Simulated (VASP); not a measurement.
# BeCd3Te4 (P-43m) in VASP: relaxation of cell and atoms with PBE

Aim: the relaxation of cell and atoms of BeCd3Te4 with PBE.

Program: VASP 6.6.1. These are calculated values, not measurements. Logs are shortened: lines on timing, memory, paths and dates and some standing lists are left out, and cuts for length are marked.

### Step 1. The cell of the first run

Symmetry: P-43m, No. 215, cubic system. Conventional cell: a = 6.375 Å, b = 6.375 Å, c = 6.375 Å, α = 90.00°, β = 90.00°, γ = 90.00°. Within 3.3 Å of Be (site symmetry -43m) lie 4 Te at 2.50 Å. Within 3.8 Å of Cd (site symmetry -42m) lie 4 Te at 2.86 Å. Within 3.3 Å of Te (site symmetry 3m) lie 1 Be at 2.50 Å and 3 Cd at 2.86 Å.

### Step 2. Relaxation of cell and atoms, PBE

INCAR

```
SYSTEM = BeCd3Te4
PREC = Accurate
ENCUT = 600
EDIFF = 1E-6
ISMEAR = 0
SIGMA = 0.02
LREAL = .FALSE.
LASPH = .TRUE.
NELM = 100
ALGO = Normal
ISIF = 3
LWAVE = .FALSE.
LCHARG = .FALSE.
GGA = PE
IBRION = 2
NSW = 100
EDIFFG = -0.01
```

KPOINTS

```
Automatic mesh
0
G
  4 4 4
  0 0 0
```

POSCAR

```
BeCd3Te4
1.0
    6.3750496415      0.0000000000      0.0000000000
    0.0000000000      6.3750496415      0.0000000000
    0.0000000000      0.0000000000      6.3750496415
Be Cd Te
1 3 4
Direct
    0.0000000000      0.0000000000      0.0000000000
    0.5000000000      0.0000000000      0.5000000000
    0.0000000000      0.5000000000      0.5000000000
    0.5000000000      0.5000000000      0.0000000000
    0.2265338466      0.7734661534      0.7734661534
    0.7734661534      0.7734661534      0.2265338466
    0.7734661534      0.2265338466      0.7734661534
    0.2265338466      0.2265338466      0.2265338466
```

Potentials or basis: VASP PAW PBE potentials, release 64 (Be, Cd, Te).

Command:

```console
$ cat potpaw_PBE.64/Be/POTCAR potpaw_PBE.64/Cd/POTCAR potpaw_PBE.64/Te/POTCAR > POTCAR
$ mpirun -np 1 vasp_std > vasp.out
```

OUTCAR:

```text
SYSTEM = BeCd3Te4
   PREC = Accurate
   ENCUT = 600
   EDIFF = 1E-6
   ISMEAR = 0
   LREAL = .FALSE.
   LASPH = .TRUE.
   NELM = 100
   ISIF = 3
   GGA = PE
   IBRION = 2
   NSW = 100
   EDIFFG = -0.01

 ion  position               nearest neighbor table
   1  0.000  0.000  0.000-   5 2.50   6 2.50   7 2.50   8 2.50
   2  0.500  0.000  0.500-   5 2.86   6 2.86   7 2.86   8 2.86
   3  0.000  0.500  0.500-   5 2.86   6 2.86   7 2.86   8 2.86
   4  0.500  0.500  0.000-   5 2.86   6 2.86   7 2.86   8 2.86
   5  0.227  0.773  0.773-   1 2.50   2 2.86   3 2.86   4 2.86
   6  0.773  0.773  0.227-   1 2.50   2 2.86   3 2.86   4 2.86
   7  0.773  0.227  0.773-   1 2.50   2 2.86   3 2.86   4 2.86
   8  0.227  0.227  0.227-   1 2.50   2 2.86   3 2.86   4 2.86

  LATTYP: Found a simple cubic cell.
 ALAT       =     6.3750496415

  Lattice vectors:

 A1 = (   6.3750496415,   0.0000000000,   0.0000000000)
 A2 = (   0.0000000000,   6.3750496415,   0.0000000000)
 A3 = (   0.0000000000,   0.0000000000,   6.3750496415)

Analysis of symmetry for initial positions (statically):
=====================================================================
 Subroutine PRICEL returns:
 Original cell was already a primitive cell.

 Routine SETGRP: Setting up the symmetry group for a
 simple cubic supercell.

 Subroutine GETGRP returns: Found 24 space group operations
 (whereof 24 operations were pure point group operations)
 out of a pool of 48 trial point group operations.

The static configuration has the point symmetry T_d .

Analysis of symmetry for dynamics (positions and initial velocities):
=====================================================================
 Subroutine PRICEL returns:
 Original cell was already a primitive cell.

 Routine SETGRP: Setting up the symmetry group for a
 simple cubic supercell.

 Subroutine GETGRP returns: Found 24 space group operations
 (whereof 24 operations were pure point group operations)
 out of a pool of 48 trial point group operations.

The dynamic configuration has the point symmetry T_d .

 Subroutine INISYM returns: Found 24 space group operations
 (whereof 24 operations are pure point group operations),
 and found     1 'primitive' translations

----------------------------------------------------------------------------------------

                                     Primitive cell

  volume of cell :     259.0900

  direct lattice vectors                    reciprocal lattice vectors
     6.375049642  0.000000000  0.000000000     0.156861524  0.000000000  0.000000000
     0.000000000  6.375049642  0.000000000     0.000000000  0.156861524  0.000000000
     0.000000000  0.000000000  6.375049642     0.000000000  0.000000000  0.156861524

  length of vectors
     6.375049642  6.375049642  6.375049642     0.156861524  0.156861524  0.156861524

  position of ions in fractional coordinates (direct lattice)
     0.000000000  0.000000000  0.000000000
     0.500000000  0.000000000  0.500000000
     0.000000000  0.500000000  0.500000000
     0.500000000  0.500000000  0.000000000
     0.226533847  0.773466153  0.773466153
     0.773466153  0.773466153  0.226533847
     0.773466153  0.226533847  0.773466153
     0.226533847  0.226533847  0.226533847

  ion indices of the primitive-cell ions
   primitive index   ion index
                 1           1
                 2           2
                 3           3
                 4           4
                 5           5
                 6           6
                 7           7
                 8           8

----------------------------------------------------------------------------------------

 KPOINTS: Automatic mesh

Automatic generation of k-mesh.
 Grid dimensions read from file:
 generate k-points for:    4    4    4

 Generating k-lattice:

  Cartesian coordinates                     Fractional coordinates (reciprocal lattice)
     0.039215381  0.000000000  0.000000000     0.250000000  0.000000000  0.000000000
     0.000000000  0.039215381  0.000000000     0.000000000  0.250000000  0.000000000
     0.000000000  0.000000000  0.039215381     0.000000000  0.000000000  0.250000000

  Length of vectors
     0.039215381  0.039215381  0.039215381

  Shift w.r.t. Gamma in fractional coordinates (k-lattice)
     0.000000000  0.000000000  0.000000000

 Subroutine IBZKPT returns following result:
 ===========================================

 Found     10 irreducible k-points:

 Following reciprocal coordinates:
            Coordinates               Weight
  0.000000  0.000000  0.000000      1.000000
  0.250000  0.000000  0.000000      6.000000
  0.500000  0.000000  0.000000      3.000000
  0.250000  0.250000  0.000000     12.000000
  0.500000  0.250000  0.000000     12.000000
  0.500000  0.500000  0.000000      3.000000
  0.250000  0.250000  0.250000      8.000000
  0.500000  0.250000  0.250000     12.000000
  0.500000  0.500000  0.250000      6.000000
  0.500000  0.500000  0.500000      1.000000
   k-points           NKPTS =     10   k-points in BZ     NKDIM =     10   number of bands    NBANDS=     37
   number of dos      NEDOS =    301   number of ions     NIONS =      8
   total plane-waves  NPLWV = 157464
   dimension x,y,z NGX =    54 NGY =   54 NGZ =   54
   dimension x,y,z NGXF=   108 NGYF=  108 NGZF=  108
   ions per type =               1   3   4
   NGX,Y,Z   is equivalent  to a cutoff of  14.08, 14.08, 14.08 a.u.
   NGXF,Y,Z  is equivalent  to a cutoff of  28.16, 28.16, 28.16 a.u.
 SYSTEM =  BeCd3Te4
   PREC   = accura    normal or accurate (medium, high low for compatibility)
   ISTART =      0    job   : 0-new  1-cont  2-samecut
   ICHARG =      2    charge: 1-file 2-atom 10-const
   ISPIN  =      1    spin polarized calculation?
   LNONCOLLINEAR =      F non collinear calculations
   LSORBIT =      F    spin-orbit coupling
   LASPH  =      T    aspherical Exc in radial PAW
   ENCUT  =  600.0 eV  44.10 Ry    6.64 a.u.  12.73 12.73 12.73*2*pi/ulx,y,z
   NELM   =    100;   NELMIN=  2; NELMDL= -5     # of ELM steps
   EDIFF  = 0.1E-05   stopping-criterion for ELM
   LREAL  =      F    real-space projection
   EDIFFG = -.1E-01   stopping-criterion for IOM
   NSW    =    100    number of steps for IOM
   IBRION =      2    ionic relax: 0-MD 1-quasi-New 2-CG
   NFREE  =      1    steps in history (QN), initial steepest desc. (CG)
   ISIF   =      3    stress and relaxation
   ISYM   =      2    0-nonsym 1-usesym 2-fastsym
   POTIM  = 0.5000    time-step for ionic-motion
   TEBEG  =    0.0;   TEEND  =   0.0 temperature during run
   PSTRESS=    0.0 pullay stress
   NELECT =      62.0000    total number of electrons
   NUPDOWN=      -1.0000    fix difference up-down
   EMIN   =  10.00;   EMAX   =-10.00  energy-range for DOS
   EFERMI =   0.00;   METHOD = LEGACY
   ISMEAR =     0;   SIGMA  =   0.02  broadening in eV -4-tet -1-fermi 0-gaus
   EFERMI_NEDOS =   21; number of points for ismear=-14 and -15
   IALGO  =     38    algorithm
   IMIX   =      4    mixing-type and parameters
     AMIX     =   0.40;   BMIX     =  1.00
     AMIX_MAG =   1.60;   BMIX_MAG =  1.00
  volume/ion in A,a.u.               =      32.39       218.55
  Fermi-wavevector in a.u.,A,eV,Ry     =   1.016378  1.920675 14.055142  1.033024
  Thomas-Fermi vector in A             =   2.149718
   LORBIT       =      0    0 simple, 1 ext, 2 COOP (PROOUT), +10 PAW based schemes
   GGA     = PE    functional components
   LHFCALC =     F    Hartree Fock is set to
   AEXX    =    0.0000 exact exchange contribution
   IVDW    =     0    specifies the selected vdW correction
   LEPSILON=     F    determine dielectric tensor
   LRPA    =     F    only Hartree local field effects (RPA)
 conjugate gradient relaxation of ions
 non-spin polarized calculation
 Gauss-broadening in eV      SIGMA  =   0.02
  energy-cutoff  :      600.00
  volume of cell :      259.09
 maximum number of plane-waves:      8709
 NGX is ok and might be reduce to    54
   NGX = 25   NGY = 25   NGZ = 25

 number of electron      62.0000015 magnetization

 Free energy of the ion-electron system (eV)
  ---------------------------------------------------
  ext. energy  EPLUGINS =         0.00000000
  ---------------------------------------------------
  free energy    TOTEN  =       -21.78952356 eV

  energy without entropy =      -21.78952356  energy(sigma->0) =      -21.78952356

 E-fermi :   2.5257     XC(G=0):  -8.5203

 val. band max:        2.4290276182   @ k =   0.0000   0.0000   0.0000
 cond. band min:       3.5365958844   @ k =   0.0000   0.0000   0.0000
 fundamental gap:      1.1075682662
 Fermi energy:         2.5257183302

 k-point     1 :       0.0000    0.0000    0.0000
  band No.  band energies     occupation
      1      -8.6878      2.00000
      2      -7.9185      2.00000
      3      -7.9185      2.00000
      4      -7.9185      2.00000
      5      -5.6457      2.00000
      6      -5.6457      2.00000
[... 29 lines left out ...]
     36       5.1085      0.00000
     37       5.1085      0.00000

 k-point     2 :       0.2500    0.0000    0.0000
  band No.  band energies     occupation
      1      -8.5976      2.00000
      2      -8.0177      2.00000
      3      -7.9198      2.00000
      4      -7.9198      2.00000
      5      -5.6399      2.00000
      6      -5.6367      2.00000
[... 29 lines left out ...]
     36       5.7068      0.00000
     37       5.7068      0.00000

 k-point     3 :       0.5000    0.0000    0.0000
  band No.  band energies     occupation
      1      -8.4511      2.00000
      2      -8.1743      2.00000
      3      -7.9212      2.00000
      4      -7.9212      2.00000
      5      -5.6182      2.00000
      6      -5.6182      2.00000
[... 29 lines left out ...]
     36       6.6251      0.00000
     37       7.0918      0.00000

 k-point     4 :       0.2500    0.2500    0.0000
  band No.  band energies     occupation
      1      -8.5190      2.00000
      2      -8.0189      2.00000
      3      -7.9884      2.00000
      4      -7.9322      2.00000
      5      -5.6369      2.00000
      6      -5.6323      2.00000
[... 29 lines left out ...]
     36       6.0997      0.00000
     37       6.3394      0.00000

 k-point     5 :       0.5000    0.2500    0.0000
  band No.  band energies     occupation
      1      -8.3959      2.00000
      2      -8.1346      2.00000
      3      -7.9784      2.00000
      4      -7.9536      2.00000
      5      -5.6280      2.00000
      6      -5.6200      2.00000
[... 29 lines left out ...]
     36       6.2893      0.00000
     37       6.7672      0.00000

 k-point     6 :       0.5000    0.5000    0.0000
  band No.  band energies     occupation
      1      -8.3177      2.00000
      2      -8.0585      2.00000
      3      -8.0585      2.00000
      4      -8.0222      2.00000
      5      -5.6313      2.00000
      6      -5.6070      2.00000
[... 29 lines left out ...]
     36       7.0337      0.00000
     37       7.3669      0.00000

 k-point     7 :       0.2500    0.2500    0.2500
  band No.  band energies     occupation
      1      -8.4534      2.00000
      2      -8.0311      2.00000
      3      -7.9852      2.00000
      4      -7.9852      2.00000
      5      -5.6332      2.00000
      6      -5.6332      2.00000
[... 29 lines left out ...]
     36       6.9602      0.00000
     37       6.9603      0.00000

 k-point     8 :       0.5000    0.2500    0.2500
  band No.  band energies     occupation
      1      -8.3565      2.00000
      2      -8.1062      2.00000
      3      -8.0070      2.00000
      4      -7.9820      2.00000
      5      -5.6302      2.00000
      6      -5.6215      2.00000
[... 29 lines left out ...]
     36       6.7094      0.00000
     37       6.9203      0.00000

 k-point     9 :       0.5000    0.5000    0.2500
  band No.  band energies     occupation
      1      -8.3060      2.00000
      2      -8.0511      2.00000
      3      -8.0511      2.00000
      4      -8.0325      2.00000
      5      -5.6305      2.00000
      6      -5.6179      2.00000
[... 29 lines left out ...]
     36       6.8592      0.00000
     37       7.2595      0.00000

 k-point    10 :       0.5000    0.5000    0.5000
  band No.  band energies     occupation
      1      -8.2935      2.00000
      2      -8.0436      2.00000
      3      -8.0436      2.00000
      4      -8.0436      2.00000
      5      -5.6274      2.00000
      6      -5.6274      2.00000
[... 29 lines left out ...]
     36       7.2198      0.00000
     37       7.2198      0.00000

------------------------ aborting loop because EDIFF is reached ----------------------------------------

  FORCE on cell =-STRESS in cart. coord.  units (eV):
  Direction    XX          YY          ZZ          XY          YZ          ZX
  --------------------------------------------------------------------------------------
  -------------------------------------------------------------------------------------
  Total        0.0547971      0.0547971      0.0547971      0.0000000      0.0000000      0.0000000
  in kB        0.3388581      0.3388581      0.3388581      0.0000000      0.0000000      0.0000000
  external PRESSURE =       0.3388581 kB  Pullay stress =       0.0000000 kB

 VOLUME and BASIS-vectors are now :
 -----------------------------------------------------------------------------
  energy-cutoff  :      600.00
  volume of cell :      259.09
      direct lattice vectors                 reciprocal lattice vectors
     6.375049642  0.000000000  0.000000000     0.156861524  0.000000000  0.000000000
     0.000000000  6.375049642  0.000000000     0.000000000  0.156861524  0.000000000
     0.000000000  0.000000000  6.375049642     0.000000000  0.000000000  0.156861524

 POSITION                                       TOTAL-FORCE (eV/Angst)
 -----------------------------------------------------------------------------------
      0.00000      0.00000      0.00000         0.000000      0.000000      0.000000
      3.18752      0.00000      3.18752         0.000000      0.000000      0.000000
      0.00000      3.18752      3.18752         0.000000      0.000000      0.000000
      3.18752      3.18752      0.00000         0.000000      0.000000      0.000000
      1.44416      4.93089      4.93089         0.002326     -0.002326     -0.002326
      4.93089      4.93089      1.44416        -0.002326     -0.002326      0.002326
      4.93089      1.44416      4.93089        -0.002326      0.002326     -0.002326
      1.44416      1.44416      1.44416         0.002326      0.002326      0.002326
 -----------------------------------------------------------------------------------
    total drift:                               -0.000000     -0.000000     -0.000000

  FREE ENERGIE OF THE ION-ELECTRON SYSTEM (eV)
  ---------------------------------------------------
  free  energy   TOTEN  =       -21.7895235580 eV

  energy  without entropy=      -21.7895235580  energy(sigma->0) =      -21.78952356

 reached required accuracy - stopping structural energy minimisation
```

Wall time 99 s (1 thread of Intel Xeon 6975P-C (Granite Rapids), shared host); peak memory 0.45 GiB.

Results:

* Free energy: -21.7895 eV
* Pressure after relaxing: 0.0 GPa
* Largest force after relaxing: 0.004 eV/Å
* Band gap on the k mesh: 1.11 eV, direct

Forces on the atoms (eV/Å):
```
Be   0.000  0.000  0.000
Cd   0.000  0.000  0.000
Cd   0.000  0.000  0.000
Cd   0.000  0.000  0.000
Te   0.002 -0.002 -0.002
Te  -0.002 -0.002  0.002
Te  -0.002  0.002 -0.002
Te   0.002  0.002  0.002
```

Final structure:
```
Be Cd Te
1.0
     6.37505    0.00000    0.00000
     0.00000    6.37505    0.00000
     0.00000    0.00000    6.37505
Be Cd Te
1 3 4
Cartesian
  0.0000 0.0000 0.0000
  3.1875 0.0000 3.1875
  0.0000 3.1875 3.1875
  3.1875 3.1875 0.0000
  1.4442 4.9309 4.9309
  4.9309 4.9309 1.4442
  4.9309 1.4442 4.9309
  1.4442 1.4442 1.4442
```

Caveat: the relaxation stopped at its first step, so nothing moved; spin-orbit coupling is left out, which moves the levels of the heavy elements.
